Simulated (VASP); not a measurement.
# CuNi2 (Fm-3m) in VASP: further runs

CuNi2 is run at these levels: PBE; tasks: single point, relaxation of cell and atoms.

Program: VASP 6.6.1. These are calculated values, not measurements. Logs are shortened: lines on timing, memory, paths and dates and some standing lists are left out, and cuts for length are marked.

## (1) The cell of the first run

It takes space group Fm-3m (No. 225, cubic). Conventional cell: a = 5.016 Å, b = 5.016 Å, c = 5.016 Å, α = 90.00°, β = 90.00°, γ = 90.00°. Cu (site symmetry m-3m) has 8 Ni at 2.17 Å within 2.9 Å. Ni (site symmetry -43m) has 4 Cu at 2.17 Å and 6 Ni at 2.51 Å within 2.9 Å.

## (2) Single point, PBE, collinear spin, ferromagnetic start

Input file INCAR:

```
  PREC = Accurate
  ENCUT = 520
  EDIFF = 1E-7
  ISMEAR = 0
  SIGMA = 0.1
  LREAL = F
  LASPH = T
  NELM = 150
  ALGO = Normal
  ISIF = 2
  LWAVE = F
  LCHARG = F
  ISPIN = 2
  MAGMOM = 0 2 2
  LORBIT = 11
  LMAXMIX = 4
  GGA = PE
  NBANDS = 26
```

Input file KPOINTS:

```
regular mesh
0
Gamma
  6 6 6
```

Input file POSCAR:

```
CuNi2
1.0
    0.0000000000      2.5080714417      2.5080714417
    2.5080714417      0.0000000000      2.5080714417
    2.5080714417      2.5080714417      0.0000000000
Cu Ni
1 2
Direct
    0.0000000000      0.0000000000      0.0000000000
    0.2500000000      0.2500000000      0.2500000000
    0.7500000000      0.7500000000      0.7500000000
```

Potentials or basis: VASP PAW PBE potentials, release 64 (Cu, Ni).

Command:

```
$ cat potpaw_PBE.64/Cu/POTCAR potpaw_PBE.64/Ni/POTCAR > POTCAR
$ mpirun -np 1 vasp_std > vasp.out
```

OUTCAR:

```text
PREC = Accurate
   ENCUT = 520
   EDIFF = 1E-7
   ISMEAR = 0
   LREAL = F
   LASPH = T
   NELM = 150
   ISIF = 2
   ISPIN = 2
   LORBIT = 11
   GGA = PE

 ion  position               nearest neighbor table
   1  0.000  0.000  0.000-   3 2.17   2 2.17   3 2.17   2 2.17   3 2.17   3 2.17   2 2.17   2 2.17

   2  0.250  0.250  0.250-   1 2.17   1 2.17   1 2.17   1 2.17   3 2.51   3 2.51   3 2.51   3 2.51
                             3 2.51   3 2.51
   3  0.750  0.750  0.750-   1 2.17   1 2.17   1 2.17   1 2.17   2 2.51   2 2.51   2 2.51   2 2.51
                             2 2.51   2 2.51

  LATTYP: Found a face centered cubic cell.
 ALAT       =     5.0161428834

  Lattice vectors:

 A1 = (   0.0000000000,   2.5080714417,   2.5080714417)
 A2 = (   2.5080714417,   0.0000000000,   2.5080714417)
 A3 = (   2.5080714417,   2.5080714417,   0.0000000000)

Analysis of symmetry for initial positions (statically):
=====================================================================
 Subroutine PRICEL returns:
 Original cell was already a primitive cell.

 Routine SETGRP: Setting up the symmetry group for a
 face centered cubic supercell.

 Subroutine GETGRP returns: Found 48 space group operations
 (whereof 48 operations were pure point group operations)
 out of a pool of 48 trial point group operations.

The static configuration has the point symmetry O_h .

Analysis of symmetry for dynamics (positions and initial velocities):
=====================================================================
 Subroutine PRICEL returns:
 Original cell was already a primitive cell.

 Routine SETGRP: Setting up the symmetry group for a
 face centered cubic supercell.

 Subroutine GETGRP returns: Found 48 space group operations
 (whereof 48 operations were pure point group operations)
 out of a pool of 48 trial point group operations.

The dynamic configuration has the point symmetry O_h .

Analysis of structural, dynamic, and magnetic symmetry:
=====================================================================
 Subroutine PRICEL returns:
 Original cell was already a primitive cell.

 Routine SETGRP: Setting up the symmetry group for a
 face centered cubic supercell.

 Subroutine GETGRP returns: Found 48 space group operations
 (whereof 48 operations were pure point group operations)
 out of a pool of 48 trial point group operations.

The overall configuration has the point symmetry O_h .

 Subroutine INISYM returns: Found 48 space group operations
 (whereof 48 operations are pure point group operations),
 and found     1 'primitive' translations

----------------------------------------------------------------------------------------

                                     Primitive cell

  volume of cell :      31.5537

  direct lattice vectors                    reciprocal lattice vectors
     0.000000000  2.508071442  2.508071442    -0.199356363  0.199356363  0.199356363
     2.508071442  0.000000000  2.508071442     0.199356363 -0.199356363  0.199356363
     2.508071442  2.508071442  0.000000000     0.199356363  0.199356363 -0.199356363

  length of vectors
     3.546948648  3.546948648  3.546948648     0.345295349  0.345295349  0.345295349

  position of ions in fractional coordinates (direct lattice)
     0.000000000  0.000000000  0.000000000
     0.250000000  0.250000000  0.250000000
     0.750000000  0.750000000  0.750000000

  ion indices of the primitive-cell ions
   primitive index   ion index
                 1           1
                 2           2
                 3           3

----------------------------------------------------------------------------------------

 KPOINTS: regular mesh

Automatic generation of k-mesh.
 Grid dimensions read from file:
 generate k-points for:    6    6    6

 Generating k-lattice:

  Cartesian coordinates                     Fractional coordinates (reciprocal lattice)
    -0.033226060  0.033226060  0.033226060     0.166666667  0.000000000  0.000000000
     0.033226060 -0.033226060  0.033226060     0.000000000  0.166666667  0.000000000
     0.033226060  0.033226060 -0.033226060     0.000000000  0.000000000  0.166666667

  Length of vectors
     0.057549225  0.057549225  0.057549225

  Shift w.r.t. Gamma in fractional coordinates (k-lattice)
     0.000000000  0.000000000  0.000000000

 Subroutine IBZKPT returns following result:
 ===========================================

 Found     16 irreducible k-points:

 Following reciprocal coordinates:
            Coordinates               Weight
  0.000000  0.000000  0.000000      1.000000
  0.166667  0.000000  0.000000      8.000000
  0.333333  0.000000  0.000000      8.000000
  0.500000  0.000000  0.000000      4.000000
  0.166667  0.166667  0.000000      6.000000
  0.333333  0.166667  0.000000     24.000000
[... 8 lines left out ...]
 -0.333333  0.333333  0.166667     24.000000
 -0.333333  0.500000  0.166667     12.000000
   k-points           NKPTS =     16   k-points in BZ     NKDIM =     16   number of bands    NBANDS=     26
   number of dos      NEDOS =    301   number of ions     NIONS =      3
   total plane-waves  NPLWV =  21952
   dimension x,y,z NGX =    28 NGY =   28 NGZ =   28
   dimension x,y,z NGXF=    56 NGYF=   56 NGZF=   56
   ions per type =               1   2
   NGX,Y,Z   is equivalent  to a cutoff of  13.12, 13.12, 13.12 a.u.
   NGXF,Y,Z  is equivalent  to a cutoff of  26.25, 26.25, 26.25 a.u.
 SYSTEM =  unknown system
   PREC   = accura    normal or accurate (medium, high low for compatibility)
   ISTART =      0    job   : 0-new  1-cont  2-samecut
   ICHARG =      2    charge: 1-file 2-atom 10-const
   ISPIN  =      2    spin polarized calculation?
   LNONCOLLINEAR =      F non collinear calculations
   LSORBIT =      F    spin-orbit coupling
   LASPH  =      T    aspherical Exc in radial PAW
   ENCUT  =  520.0 eV  38.22 Ry    6.18 a.u.   6.59  6.59  6.59*2*pi/ulx,y,z
   NELM   =    150;   NELMIN=  2; NELMDL= -5     # of ELM steps
   EDIFF  = 0.1E-06   stopping-criterion for ELM
   LREAL  =      F    real-space projection
   EDIFFG = 0.1E-05   stopping-criterion for IOM
   NSW    =      0    number of steps for IOM
   IBRION =     -1    ionic relax: 0-MD 1-quasi-New 2-CG
   NFREE  =      0    steps in history (QN), initial steepest desc. (CG)
   ISIF   =      2    stress and relaxation
   ISYM   =      2    0-nonsym 1-usesym 2-fastsym
   POTIM  = 0.5000    time-step for ionic-motion
   TEBEG  =    0.0;   TEEND  =   0.0 temperature during run
   PSTRESS=    0.0 pullay stress
   NELECT =      31.0000    total number of electrons
   NUPDOWN=      -1.0000    fix difference up-down
   EMIN   =  10.00;   EMAX   =-10.00  energy-range for DOS
   EFERMI =   0.00;   METHOD = LEGACY
   ISMEAR =     0;   SIGMA  =   0.10  broadening in eV -4-tet -1-fermi 0-gaus
   EFERMI_NEDOS =   21; number of points for ismear=-14 and -15
   IALGO  =     38    algorithm
   IMIX   =      4    mixing-type and parameters
     AMIX     =   0.40;   BMIX     =  1.00
     AMIX_MAG =   1.60;   BMIX_MAG =  1.00
  volume/ion in A,a.u.               =      10.52        70.98
  Fermi-wavevector in a.u.,A,eV,Ry     =   1.627467  3.075466 36.037050  2.648648
  Thomas-Fermi vector in A             =   2.720257
   LORBIT       =     11    0 simple, 1 ext, 2 COOP (PROOUT), +10 PAW based schemes
   GGA     = PE    functional components
   LHFCALC =     F    Hartree Fock is set to
   AEXX    =    0.0000 exact exchange contribution
   IVDW    =     0    specifies the selected vdW correction
   LEPSILON=     F    determine dielectric tensor
   LRPA    =     F    only Hartree local field effects (RPA)
 spin polarized calculation
 Gauss-broadening in eV      SIGMA  =   0.10
  energy-cutoff  :      520.00
  volume of cell :       31.55
 maximum number of plane-waves:       869
 NGX is ok and might be reduce to    28
   NGX = 13   NGY = 13   NGZ = 13

 number of electron      30.9999998 magnetization       0.9443770

 Free energy of the ion-electron system (eV)
  ---------------------------------------------------
  ext. energy  EPLUGINS =         0.00000000
  ---------------------------------------------------
  free energy    TOTEN  =       -11.84915449 eV

  energy without entropy =      -11.82655655  energy(sigma->0) =      -11.83785552

 E-fermi :   9.3707     XC(G=0): -13.2649

 val. band max:        9.3705018394   @ k =  -0.3333   0.5000   0.1667
 cond. band min:       9.3936639037   @ k =   0.5000   0.3333   0.0000
 fundamental gap:      0.0231620642
 Fermi energy:         9.3707068540

 spin component 1

 k-point     1 :       0.0000    0.0000    0.0000
  band No.  band energies     occupation
      1       0.0729      1.00000
      2       4.3891      1.00000
      3       4.3891      1.00000
      4       5.1150      1.00000
      5       5.1150      1.00000
      6       5.1150      1.00000
[... 18 lines left out ...]
     25      24.0658      0.00000
     26      24.0658      0.00000
[... 411 lines left out ...]
      3       4.3552      1.00000
      4       4.9612      1.00000
      5       5.0980      1.00000
      6       5.7555      1.00000
[... 18 lines left out ...]
     25      31.9371      0.00000
     26      32.7504      0.00000
 Fermi energy:         9.3707068540

 spin component 2

 k-point     1 :       0.0000    0.0000    0.0000
  band No.  band energies     occupation
      1       0.0698      1.00000
      2       4.6069      1.00000
      3       4.6069      1.00000
      4       5.2522      1.00000
      5       5.2522      1.00000
      6       5.2522      1.00000
[... 18 lines left out ...]
     25      24.0896      0.00000
     26      24.0896      0.00000
[... 412 lines left out ...]
      4       5.0834      1.00000
      5       5.2704      1.00000
      6       5.9051      1.00000
[... 18 lines left out ...]
     25      31.9434      0.00000
     26      32.7853      0.00000

------------------------ aborting loop because EDIFF is reached ----------------------------------------

  FORCE on cell =-STRESS in cart. coord.  units (eV):
  Direction    XX          YY          ZZ          XY          YZ          ZX
  --------------------------------------------------------------------------------------
  -------------------------------------------------------------------------------------
  Total       10.7907864     10.7907864     10.7907864      0.0000000      0.0000000     -0.0000000
  in kB      547.9159897    547.9159897    547.9159897      0.0000000      0.0000000     -0.0000000
  external PRESSURE =     547.9159897 kB  Pullay stress =       0.0000000 kB

 VOLUME and BASIS-vectors are now :
 -----------------------------------------------------------------------------
  energy-cutoff  :      520.00
  volume of cell :       31.55
      direct lattice vectors                 reciprocal lattice vectors
     0.000000000  2.508071442  2.508071442    -0.199356363  0.199356363  0.199356363
     2.508071442  0.000000000  2.508071442     0.199356363 -0.199356363  0.199356363
     2.508071442  2.508071442  0.000000000     0.199356363  0.199356363 -0.199356363

 POSITION                                       TOTAL-FORCE (eV/Angst)
 -----------------------------------------------------------------------------------
      0.00000      0.00000      0.00000        -0.000000      0.000000     -0.000000
      1.25404      1.25404      1.25404         0.000000      0.000000     -0.000000
      3.76211      3.76211      3.76211        -0.000000     -0.000000      0.000000
 -----------------------------------------------------------------------------------
    total drift:                                0.000000      0.000000      0.000000

  FREE ENERGIE OF THE ION-ELECTRON SYSTEM (eV)
  ---------------------------------------------------
  free  energy   TOTEN  =       -11.8491544941 eV

  energy  without entropy=      -11.8265565546  energy(sigma->0) =      -11.83785552

 total charge

# of ion       s       p       d       tot
------------------------------------------
    1        0.660   0.681   9.208  10.548
    2        0.560   0.541   8.463   9.564
    3        0.560   0.541   8.463   9.564
--------------------------------------------------
tot          1.781   1.762  26.134  29.676

 magnetization (x)

# of ion       s       p       d       tot
------------------------------------------
    1       -0.007  -0.016   0.104   0.080
    2       -0.003  -0.008   0.443   0.432
    3       -0.003  -0.008   0.443   0.432
--------------------------------------------------
tot         -0.014  -0.032   0.990   0.944
```

Wall time 32 s (1 thread of Intel Xeon 6975P-C, shared host); peak memory 0.18 GiB.

Results:

```
Free energy                                           : -11.8492 eV
Pressure                                              : 54.8 GPa
Net moment                                            : 0.94 μB per cell
Site moments                                          : Cu +0.08; Ni +0.43 μB
Valence electrons inside the program's atomic spheres : Cu 10.55; Ni 9.56
```

Caveat: the k points lie up to 0.36 Å⁻¹ apart.

(Part 1 of 2 ends here.)
